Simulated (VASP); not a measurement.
Here is a VASP 6.6.1 calculation.

INCAR

```
SYSTEM = Al2O3
  ALGO = Normal
  EDIFF = 1E-6
  ENCUT = 520
  GGA = PE
  ISIF = 2
  ISMEAR = 0
  LASPH = .True.
  LCHARG = .False.
  LREAL = .False.
  LWAVE = .False.
  NBANDS = 35
  NELM = 100
  PREC = Accurate
  SIGMA = 0.05
```

The input KPOINTS:

```
k-points
0
Gamma
  6 6 6
  0 0 0
```

The input POSCAR:

```
Al2O3
1.0
    2.4600251504      1.4202961828      4.1771227054
   -2.4600251504      1.4202961828      4.1771227054
    0.0000000000     -2.8405923656      4.1771227054
Al O
4 6
Direct
    0.8445081524      0.8445081524      0.8445081524
    0.6554918476      0.6554918476      0.6554918476
    0.1554918476      0.1554918476      0.1554918476
    0.3445081524      0.3445081524      0.3445081524
    0.0561574040      0.4438425960      0.7500000000
    0.7500000000      0.0561574040      0.4438425960
    0.4438425960      0.7500000000      0.0561574040
    0.9438425960      0.5561574040      0.2500000000
    0.2500000000      0.9438425960      0.5561574040
    0.5561574040      0.2500000000      0.9438425960
```

Potentials or basis: VASP PAW PBE potentials, release 64 (Al, O).

The run is started by

```bash
$ cat potpaw_PBE.64/Al/POTCAR potpaw_PBE.64/O/POTCAR > POTCAR
$ mpirun -np 1 vasp_std > vasp.out
```

Task: Predict the largest force.

Result: 2.741 eV/Å.

Task: Predict the band gap on the k mesh.

Result: 5.45 eV.

Task: What does it give for the pressure?

Result: 2.1 GPa.

Forces in eV/Å, atoms in the order of the input:
```
Al   0.000  0.000  2.741
Al   0.000  0.000 -2.741
Al   0.000  0.000 -2.741
Al   0.000  0.000  2.741
O    0.030  0.000  0.000
O   -0.015  0.026  0.000
O   -0.015 -0.026  0.000
O   -0.030  0.000  0.000
O    0.015 -0.026  0.000
O    0.015  0.026  0.000
```

Caveat: forces of over 1 eV/Å act on the atoms, so gaps and moduli don't describe the material at rest. A k mesh can miss the band edges.
